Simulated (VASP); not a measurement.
A run of VASP 6.6.1 is set up as follows.

POSCAR

```
Nb
1.0
   -1.6588161900      1.6588161900      1.6588161900
    1.6588161900     -1.6588161900      1.6588161900
    1.6588161900      1.6588161900     -1.6588161900
Nb
1
Direct
    0.0000000000      0.0000000000      0.0000000000
```

File INCAR.step1:

```
SYSTEM = Nb
  ALGO = Normal
  EDIFF = 1E-4
  ENCUT = 600
  GGA = PE
  ISMEAR = 0
  LASPH = .True.
  LCHARG = .False.
  LREAL = .False.
  LWAVE = .True.
  NELM = 80
  PREC = Accurate
  SIGMA = 0.1
```

File INCAR.step2:

```
SYSTEM = Nb
  ALGO = Normal
  EDIFF = 1E-7
  EDIFFG = -0.005
  ENCUT = 600
  IBRION = 2
  ISIF = 3
  ISMEAR = 0
  ISTART = 1
  LASPH = .True.
  LCHARG = .False.
  LMIXTAU = .True.
  LREAL = .False.
  LWAVE = .False.
  METAGGA = R2SCAN
  NELM = 80
  NSW = 100
  PREC = Accurate
  SIGMA = 0.1
```

File KPOINTS:

```
k-points
0
Gamma
  18 18 18
  0 0 0
```

Potentials or basis: VASP PAW PBE potentials, release 64 (Nb_sv).

Command:

```sh
$ cat potpaw_PBE.64/Nb_sv/POTCAR > POTCAR
$ cp INCAR.step1 INCAR
$ mpirun -np 1 vasp_std > vasp.out
$ cp INCAR.step2 INCAR
$ mpirun -np 1 vasp_std > vasp.out
```

Problem. Predict the relaxed volume.

Solution. 18.03 Å³/atom.

Problem. What does it give for the relaxed cell?

Solution. a = 2.861 Å, b = 2.861 Å, c = 2.861 Å, α = 109.47°, β = 109.47°, γ = 109.47°.

Problem. Predict the space group after relaxing (to 0.05 Å).

Solution. Im-3m (No. 229).

Final structure:
```
Nb
1.0
    -1.65186    1.65186    1.65186
     1.65186   -1.65186    1.65186
     1.65186    1.65186   -1.65186
Nb
1
Direct
  0.00000 0.00000 0.00000
```

Caveat: the PAW data sets were made with another functional, which shifts forces and pressure a little.
